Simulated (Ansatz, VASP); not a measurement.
Au in VASP and in Ansatz

INCAR

```
SYSTEM = Au
PREC     = Accurate       ! precision mode
ENCUT    = 520            ! plane-wave cutoff, eV
EDIFF    = 1E-6           ! SCF threshold, eV
ISMEAR   = -1             ! smearing method
SIGMA    = 0.1            ! smearing width, eV
LREAL    = .False.        ! projectors in reciprocal space
LASPH    = .True.         ! aspherical terms in the spheres
NELM     = 100            ! most SCF steps
ALGO     = Normal         ! electronic algorithm
ISIF     = 2              ! what is computed and relaxed
LWAVE    = .False.        ! write WAVECAR
LCHARG   = .False.        ! write CHGCAR
GGA      = RP             ! functional
NBANDS   = 24             ! bands
```

Contents of KPOINTS:

```
regular mesh
0
Gamma
  9 9 12
  0 0 0
```

The input POSCAR:

```
Au
1.0
    4.5871124109      0.0000000000      0.0000000000
   -2.2935562055      3.9725558778      0.0000000000
    0.0000000000      0.0000000000      2.7414841650
Au
3
Direct
    1.0000000000      1.0000000000      0.0000000000
    0.3333333333      0.6666666667      0.5000000000
    0.6666666667      0.3333333333      0.5000000000
```

Input for Ansatz:

```yaml
crystal:
  lattice:
    - [4.5871124109, 0.0, 0.0]
    - [-2.2935562055, 3.9725558778, 0.0]
    - [0.0, 0.0, 2.741484165]
  atoms:
    - { symbol: Au, position: [1.0, 1.0, 0.0] }
    - { symbol: Au, position: [0.3333333333, 0.6666666667, 0.5] }
    - { symbol: Au, position: [0.6666666667, 0.3333333333, 0.5] }
hamiltonian:
  xc: rpbe
  pseudopotentials:
    kind: paw
    azcp:
      Au: "pseudopotentials/Au.paw.azcp"
basis:
  ecutwfc: 420
  fft_grid_basis: typed
kpoints:
  mp_grid: { grid: [9, 9, 12], shift: [0, 0, 0] }
magnetization:
  spin_polarized: false
scf:
  occupations: { method: fermi_dirac, width: 0.1 }
  lower_state_search: "off"
output:
  stress: true
```

Alike in both runs: task single point; functional RPBE; k mesh 9 × 9 × 12; occupations fermi-dirac, width 0.1 eV; no spin polarisation.

|  | VASP | Ansatz |
| --- | --- | --- |
| version | VASP 6.6.1 | Ansatz 0.2.0 |
| potentials or method | VASP PAW PBE potentials, release 64 (Au), cutoff 520 eV | plane waves (420 eV) with PAW, scalar-relativistic |
| valence electrons in the cell | 33 | 57 |

VASP gave:

- pressure (GPa): 20.8
- traceless stress, the component that is largest in VASP (GPa): -1.67

Estimate Ansatz's values.

pressure (GPa): 21.2; traceless stress, the component that is largest in VASP (GPa): -1.68.

VASP's potentials were made for PBE, not for RPBE. VASP's potentials hold 33 valence electrons a cell and Ansatz's 57, so a difference there can come from the potentials and not from the codes.

Spin-orbit coupling is off throughout.
